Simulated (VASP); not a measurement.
Runs of VASP 6.6.1 on Al2Pt. The structure is that of space group Fm-3m (No. 225), or close to it. The cells are those of the table. 

| cell | gap on the mesh (eV) | pressure (GPa) |
| --- | --- | --- |
| a = 4.169, b = 4.169, c = 5.897 Å, 6 atoms | none | 0.0 |
| a = 4.154, b = 4.154, c = 5.985 Å, 6 atoms | none | -1.0 |
| a = 4.185, b = 4.185, c = 5.808 Å, 6 atoms | none | (b) |
| a = 4.122, b = 4.122, c = 6.073 Å, 6 atoms | none | (a) |
| a = 4.145, b = 4.145, c = 5.985 Å, 6 atoms | none | -0.4 |

Alike in all rows: task single point; level PBEsol; potentials or basis VASP PAW PBE potentials, release 64 (Al, Pt); no spin polarisation; k mesh 8 × 8 × 6; cutoff (eV) 520; smearing gaussian 0.1 eV.

Problem. Fill in the values left out.

Solution. (a) -0.9; (b) 1.1.

Caveats: the PAW data sets were made with another functional, which shifts forces and pressure a little; spin-orbit coupling is left out, which moves the levels of the heavy elements.

A k mesh can miss the band edges, and the runs leave out spin-orbit coupling on Pt.

A gap of «none» marks levels without a gap at the run's occupations.
